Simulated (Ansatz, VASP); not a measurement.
## One calculation of Mg4Se3O, two programs

```
CELL_PARAMETERS angstrom
-2.81111 2.81111 5.44019
2.81111 -2.81111 5.44019
2.81111 2.81111 -5.44019
ATOMIC_POSITIONS crystal
O 0.00000 0.00000 0.00000
Mg 0.68387 0.68387 0.58332
Mg 0.89945 0.31613 0.00000
Mg 0.10055 0.10055 0.41668
Mg 0.31613 0.89945 0.00000
Se 0.25000 0.75000 0.50000
Se 0.50000 0.50000 0.00000
Se 0.75000 0.25000 0.50000
```

Alike in both runs: task single point; functional PBE; k mesh 6 × 6 × 6; no spin polarisation.

|  | VASP | Ansatz |
| --- | --- | --- |
| version | VASP 6.6.1 | Ansatz 0.2.0 |
| potentials or method | VASP PAW PBE potentials, release 64 (O, Mg, Se) | plane waves, PAW |
| plane-wave cutoff (eV) | 520 | 420 |
| occupations | gaussian, width 0.01 eV | fixed |
| valence electrons in the cell | 32 | 94 |

```tsv
	VASP	Ansatz	Ansatz less VASP
gap on the k mesh at the Fermi level (eV)	1.72	1.73	+0.010
pressure (GPa)	1.8	1.9	+0.10
rms of the force components (eV/Å)	0.007	0.005	-0.0013
```

VASP's potentials hold 32 valence electrons a cell and Ansatz's 94, so a difference there can come from the potentials and not from the codes.
